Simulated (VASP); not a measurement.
Wanted: the native input for a VASP 6.6.1 run.

```yaml
Task: single point
Functional: r2SCAN
Potentials_or_basis: VASP PAW PBE potentials, release 64 (Mo_sv)
Cutoff: 520 eV
k_mesh: 15 × 15 × 15
Occupations: fermi-dirac, width 0.1 eV
Spin: no spin polarisation
Dipole_correction: no
Further_INCAR_settings: ALGO = Normal; EDIFF = 1e-07; NBANDS = 13
```

Crystal: Mo.

```
Mo
1.0
    -1.53305    1.53305    1.53305
     1.53305   -1.53305    1.53305
     1.53305    1.53305   -1.53305
Mo
1
Direct
  0.00000 0.00000 0.00000
```

The input as run:

POSCAR

```
Mo
1.0
   -1.5330530979      1.5330530979      1.5330530979
    1.5330530979     -1.5330530979      1.5330530979
    1.5330530979      1.5330530979     -1.5330530979
Mo
1
Direct
    0.0000000000      0.0000000000      0.0000000000
```

INCAR.step1

```
ALGO = Normal
EDIFF = 1E-4
ENCUT = 520
GGA = PE
ISMEAR = -1
LASPH = T
LCHARG = F
LREAL = F
LWAVE = T
NBANDS = 13
NELM = 100
PREC = Accurate
SIGMA = 0.1
```

INCAR.step2

```
ALGO = Normal
EDIFF = 1E-7
ENCUT = 520
ISIF = 2
ISMEAR = -1
ISTART = 1
LASPH = T
LCHARG = F
LMIXTAU = T
LREAL = F
LWAVE = F
METAGGA = R2SCAN
NBANDS = 13
NELM = 100
PREC = Accurate
SIGMA = 0.1
```

KPOINTS

```
k-points
0
Gamma
  15 15 15
```

Potentials or basis: VASP PAW PBE potentials, release 64 (Mo_sv).

Run with:

```bash
$ cat potpaw_PBE.64/Mo_sv/POTCAR > POTCAR
$ cp INCAR.step1 INCAR
$ mpirun -np 1 vasp_std > vasp.out
$ cp INCAR.step2 INCAR
$ mpirun -np 1 vasp_std > vasp.out
```

It gave:

| Property | Result |
| --- | --- |
| Pressure | 28.3 GPa |
| Band gap on the k mesh | zero (band 7 reaches 18.20 eV, above the bottom of band 8 at 12.31 eV) |

Caveat: the PAW data sets were made with another functional, which shifts forces and pressure a little.

It took 2.6 min on 1 thread of Intel Xeon 8259CL, with other jobs on the host, peak memory 0.14 GiB.
